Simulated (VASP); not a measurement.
Mo:

```xyz
1
Lattice="-1.5734 1.5734 1.5734 1.5734 -1.5734 1.5734 1.5734 1.5734 -1.5734" Properties=species:S:1:pos:R:3 pbc="T T T"
Mo    0.0000    0.0000    0.0000
```

```yaml
Program: VASP 6.6.1
Task: relaxation of cell and atoms
Functional: PBE
Potentials_or_basis: VASP PAW PBE potentials, release 64 (Mo_sv)
Cutoff: 500 eV
k_mesh: 9 × 9 × 9
Occupations: fermi-dirac, width 0.1 eV
Spin: no spin polarisation
```

At the start: pressure 4.0 GPa; volume 15.58 Å³/atom.

Problem. Where does the relaxation end?

Solution. Over 3 steps the energy falls by 2.8 meV/atom and the volume is 15.81 Å³/atom (+1.5 %); space group Im-3m (No. 229, to 0.05 Å).

The path:
| step | energy change (eV) | largest force (eV/Å) | pressure (GPa) | volume (Å³) |
| --- | --- | --- | --- | --- |
| 1 | 0.0000 | 0.0000 | 3.95 | 15.58 |
| 2 | 0.0177 | 0.0000 | -9.68 | 16.46 |
| 3 | -0.0028 | 0.0000 | -0.05 | 15.81 |

Final structure:
```cif
data_structure
_symmetry_space_group_name_H-M 'P 1'
_symmetry_Int_Tables_number 1
_cell_length_a 2.7388
_cell_length_b 2.7388
_cell_length_c 2.7388
_cell_angle_alpha 109.471
_cell_angle_beta 109.471
_cell_angle_gamma 109.471
_cell_volume 15.81
loop_
_atom_site_label
_atom_site_type_symbol
_atom_site_fract_x
_atom_site_fract_y
_atom_site_fract_z
_atom_site_occupancy
Mo1 Mo 0.00000 0.00000 0.00000 1
```
